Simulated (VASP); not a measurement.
# Pb2O (Pn-3m) in VASP: further runs

The runs below take Pb2O through single point, with PBEsol.

Everything below comes from runs of VASP 6.6.1. Logs are shortened: lines on timing, memory, paths and dates and some standing lists are left out, and cuts for length are marked.

### 1 The cell of the first run

It takes space group Pn-3m (No. 224, cubic). The conventional cell has a = 5.380 Å, b = 5.380 Å, c = 5.380 Å, α = 90.00°, β = 90.00°, γ = 90.00°. Within 3.1 Å of Pb (site symmetry -3m) lie 2 O at 2.33 Å. O (site symmetry -43m) has 4 Pb at 2.33 Å within 3.1 Å.

### 2 Single point, PBEsol

Contents of INCAR:

```
SYSTEM = Pb2O
ALGO = Normal
EDIFF = 1E-6
ENCUT = 520
GGA = PS
ISIF = 2
ISMEAR = 0
LASPH = .True.
LCHARG = .False.
LREAL = .False.
LWAVE = .False.
NBANDS = 43
NELM = 80
PREC = Accurate
SIGMA = 0.1
```

Contents of KPOINTS:

```
k-points
0
Gamma
  4 4 4
  0 0 0
```

Contents of POSCAR:

```
Pb2O
1.0
    5.3800000000      0.0000000000      0.0000000000
    0.0000000000      5.3800000000      0.0000000000
    0.0000000000      0.0000000000      5.3800000000
Pb O
4 2
Direct
    0.2500000000      0.2500000000      0.2500000000
    0.7500000000      0.7500000000      0.2500000000
    0.2500000000      0.7500000000      0.7500000000
    0.7500000000      0.2500000000      0.7500000000
    0.0000000000      0.0000000000      0.0000000000
    0.5000000000      0.5000000000      0.5000000000
```

Potentials or basis: VASP PAW PBE potentials, release 64 (Pb_d, O).

Command:

```bash
> cat potpaw_PBE.64/Pb_d/POTCAR potpaw_PBE.64/O/POTCAR > POTCAR
> mpirun -np 1 vasp_std > vasp.out
```

OUTCAR:

```text
SYSTEM = Pb2O
   EDIFF = 1E-6
   ENCUT = 520
   GGA = PS
   ISIF = 2
   ISMEAR = 0
   LASPH = .True.
   LREAL = .False.
   NELM = 80
   PREC = Accurate

 ion  position               nearest neighbor table
   1  0.250  0.250  0.250-   5 2.33   6 2.33   4 3.80   2 3.80   3 3.80   3 3.80   4 3.80   2 3.80
                             3 3.80   3 3.80   2 3.80   4 3.80   4 3.80   2 3.80
   2  0.750  0.750  0.250-   5 2.33   6 2.33   4 3.80   1 3.80   3 3.80   3 3.80   4 3.80   1 3.80
                             4 3.80   4 3.80   1 3.80   3 3.80   3 3.80   1 3.80
   3  0.250  0.750  0.750-   5 2.33   6 2.33   4 3.80   1 3.80   2 3.80   1 3.80   2 3.80   1 3.80
                             4 3.80   1 3.80   2 3.80   4 3.80   2 3.80   4 3.80
   4  0.750  0.250  0.750-   5 2.33   6 2.33   3 3.80   1 3.80   2 3.80   1 3.80   2 3.80   2 3.80
                             3 3.80   2 3.80   1 3.80   3 3.80   1 3.80   3 3.80
   5  0.000  0.000  0.000-   1 2.33   2 2.33   3 2.33   4 2.33
   6  0.500  0.500  0.500-   1 2.33   2 2.33   3 2.33   4 2.33

  LATTYP: Found a simple cubic cell.
 ALAT       =     5.3800000000

  Lattice vectors:

 A1 = (   5.3800000000,   0.0000000000,   0.0000000000)
 A2 = (   0.0000000000,   5.3800000000,   0.0000000000)
 A3 = (   0.0000000000,   0.0000000000,   5.3800000000)

Analysis of symmetry for initial positions (statically):
=====================================================================
 Subroutine PRICEL returns:
 Original cell was already a primitive cell.

 Routine SETGRP: Setting up the symmetry group for a
 simple cubic supercell.

 Subroutine GETGRP returns: Found 48 space group operations
 (whereof 24 operations were pure point group operations)
 out of a pool of 48 trial point group operations.

The static configuration has the point symmetry T_d .
 The point group associated with its full space group is O_h .

Analysis of symmetry for dynamics (positions and initial velocities):
=====================================================================
 Subroutine PRICEL returns:
 Original cell was already a primitive cell.

 Routine SETGRP: Setting up the symmetry group for a
 simple cubic supercell.

 Subroutine GETGRP returns: Found 48 space group operations
 (whereof 24 operations were pure point group operations)
 out of a pool of 48 trial point group operations.

The dynamic configuration has the point symmetry T_d .
 The point group associated with its full space group is O_h .

 Subroutine INISYM returns: Found 48 space group operations
 (whereof 24 operations are pure point group operations),
 and found     1 'primitive' translations

[... 92 lines left out ...]
   NFREE  =      0    steps in history (QN), initial steepest desc. (CG)
   ISIF   =      2    stress and relaxation
   ISYM   =      2    0-nonsym 1-usesym 2-fastsym
   POTIM  = 0.5000    time-step for ionic-motion
   TEBEG  =    0.0;   TEEND  =   0.0 temperature during run
   PSTRESS=    0.0 pullay stress
   NELECT =      68.0000    total number of electrons
   NUPDOWN=      -1.0000    fix difference up-down
   EMIN   =  10.00;   EMAX   =-10.00  energy-range for DOS
   EFERMI =   0.00;   METHOD = LEGACY
   ISMEAR =     0;   SIGMA  =   0.10  broadening in eV -4-tet -1-fermi 0-gaus
   EFERMI_NEDOS =   21; number of points for ismear=-14 and -15
   IALGO  =     38    algorithm
   IMIX   =      4    mixing-type and parameters
     AMIX     =   0.40;   BMIX     =  1.00
     AMIX_MAG =   1.60;   BMIX_MAG =  1.00
  volume/ion in A,a.u.               =      25.95       175.14
  Fermi-wavevector in a.u.,A,eV,Ry     =   1.242021  2.347079 20.988559  1.542616
  Thomas-Fermi vector in A             =   2.376393
   LORBIT       =      0    0 simple, 1 ext, 2 COOP (PROOUT), +10 PAW based schemes
   GGA     = PS    functional components
   LHFCALC =     F    Hartree Fock is set to
   AEXX    =    0.0000 exact exchange contribution
   IVDW    =     0    specifies the selected vdW correction
   LEPSILON=     F    determine dielectric tensor
   LRPA    =     F    only Hartree local field effects (RPA)
 non-spin polarized calculation
 Gauss-broadening in eV      SIGMA  =   0.10
  energy-cutoff  :      520.00
  volume of cell :      155.72
 maximum number of plane-waves:      4224
   NGX = 21   NGY = 21   NGZ = 21

 number of electron      68.0000031 magnetization

 Free energy of the ion-electron system (eV)
  ---------------------------------------------------
  ext. energy  EPLUGINS =         0.00000000
  ---------------------------------------------------
  free energy    TOTEN  =       -28.68922738 eV

  energy without entropy =      -28.67489712  energy(sigma->0) =      -28.68206225

 E-fermi :   4.6966     XC(G=0):  -9.7241

 val. band max:        4.5646397875   @ k =   0.5000   0.2500   0.0000
 cond. band min:       4.6971239505   @ k =   0.5000   0.5000   0.0000
 fundamental gap:      0.1324841630
 Fermi energy:         4.6966250215

 k-point     1 :       0.0000    0.0000    0.0000
  band No.  band energies     occupation
      1     -13.6926      2.00000
      2     -12.5235      2.00000
      3     -11.5797      2.00000
      4     -11.5797      2.00000
      5     -11.5255      2.00000
      6     -11.5255      2.00000
[... 449 lines left out ...]
     42      12.4804      0.00000
     43      12.4805      0.00000

------------------------ aborting loop because EDIFF is reached ----------------------------------------

  FORCE on cell =-STRESS in cart. coord.  units (eV):
  Direction    XX          YY          ZZ          XY          YZ          ZX
  --------------------------------------------------------------------------------------
  -------------------------------------------------------------------------------------
  Total       -0.1076545     -0.1076545     -0.1076545      0.0000000      0.0000000     -0.0000000
  in kB       -1.1076326     -1.1076326     -1.1076326      0.0000000      0.0000000     -0.0000000
  external PRESSURE =      -1.1076326 kB  Pullay stress =       0.0000000 kB

 VOLUME and BASIS-vectors are now :
 -----------------------------------------------------------------------------
  energy-cutoff  :      520.00
  volume of cell :      155.72
      direct lattice vectors                 reciprocal lattice vectors
     5.380000000  0.000000000  0.000000000     0.185873606  0.000000000  0.000000000
     0.000000000  5.380000000  0.000000000     0.000000000  0.185873606  0.000000000
     0.000000000  0.000000000  5.380000000     0.000000000  0.000000000  0.185873606

 POSITION                                       TOTAL-FORCE (eV/Angst)
 -----------------------------------------------------------------------------------
      1.34500      1.34500      1.34500         0.000000     -0.000000      0.000000
      4.03500      4.03500      1.34500        -0.000000      0.000000      0.000000
      1.34500      4.03500      4.03500         0.000000      0.000000     -0.000000
      4.03500      1.34500      4.03500        -0.000000     -0.000000     -0.000000
      0.00000      0.00000      0.00000         0.000000     -0.000000     -0.000000
      2.69000      2.69000      2.69000        -0.000000     -0.000000     -0.000000
 -----------------------------------------------------------------------------------
    total drift:                                0.000000      0.000000     -0.000000

  FREE ENERGIE OF THE ION-ELECTRON SYSTEM (eV)
  ---------------------------------------------------
  free  energy   TOTEN  =       -28.6892273838 eV

  energy  without entropy=      -28.6748971184  energy(sigma->0) =      -28.68206225
```

Wall time 38 s (1 thread of AMD EPYC 9R45 (Zen 5), shared host); peak memory 0.22 GiB.

What came out:

* Free energy: -28.6892 eV
* Pressure: -0.1 GPa
* Band gap on the k mesh: zero (band 34 reaches 4.70 eV, above the bottom of band 35 at 3.97 eV)

Caveat: the PAW data sets were made with another functional, which shifts forces and pressure a little; spin-orbit coupling is left out, which moves the levels of the heavy elements.

### 3 Single point, PBEsol

Contents of INCAR:

```
SYSTEM = Pb2O
PREC = Accurate ; ENCUT = 520
EDIFF = 1E-6 ; ISMEAR = 0
SIGMA = 0.1 ; LREAL = .FALSE.
LASPH = .TRUE. ; NELM = 60
ALGO = Normal ; ISIF = 2
LWAVE = .FALSE. ; LCHARG = .FALSE.
GGA = PS ; NBANDS = 43
```

Contents of KPOINTS:

```
Automatic mesh
0
G
  8 8 8
  0 0 0
```

POSCAR is that of step 2.

Potentials or basis: VASP PAW PBE potentials, release 64 (Pb_d, O).

Command:

```bash
> cat potpaw_PBE.64/Pb_d/POTCAR potpaw_PBE.64/O/POTCAR > POTCAR
> mpirun -np 1 vasp_std > vasp.out
```

It took 96 s on 1 thread of Intel Xeon 6975P-C (Granite Rapids), shared host; peak memory 0.34 GiB.

Results (log left out):

| Property | Result |
| --- | --- |
| Free energy | -28.6416 eV |
| Pressure | 0.0 GPa |
| Band gap on the k mesh | zero (band 34 reaches 4.91 eV, above the bottom of band 35 at 4.01 eV) |

Levels at points of the mesh, in eV from the Fermi level:
| k point | band 30 | band 31 | band 32 | band 33 | band 34 | band 35 | band 36 | band 37 | band 38 | band 39 |
| --- | --- | --- | --- | --- | --- | --- | --- | --- | --- | --- |
| (0.00, 0.00, 0.00) | -2.02 | -2.02 | -0.49 | -0.49 | -0.49 | 2.16 | 2.16 | 2.16 | 2.72 | 5.52 |
| (0.50, 0.00, 0.00) | -2.35 | -0.91 | -0.91 | -0.55 | -0.55 | 1.08 | 1.08 | 1.98 | 1.98 | 4.24 |
| (0.50, 0.50, 0.00) | -3.08 | -1.18 | -1.18 | -0.08 | -0.08 | 1.49 | 1.49 | 1.99 | 1.99 | 4.39 |
| (0.50, 0.50, 0.50) | -0.81 | -0.81 | -0.81 | -0.79 | -0.79 | -0.79 | 1.35 | 4.67 | 4.67 | 4.71 |

Caveat: the PAW data sets were made with another functional, which shifts forces and pressure a little; spin-orbit coupling is left out, which moves the levels of the heavy elements.
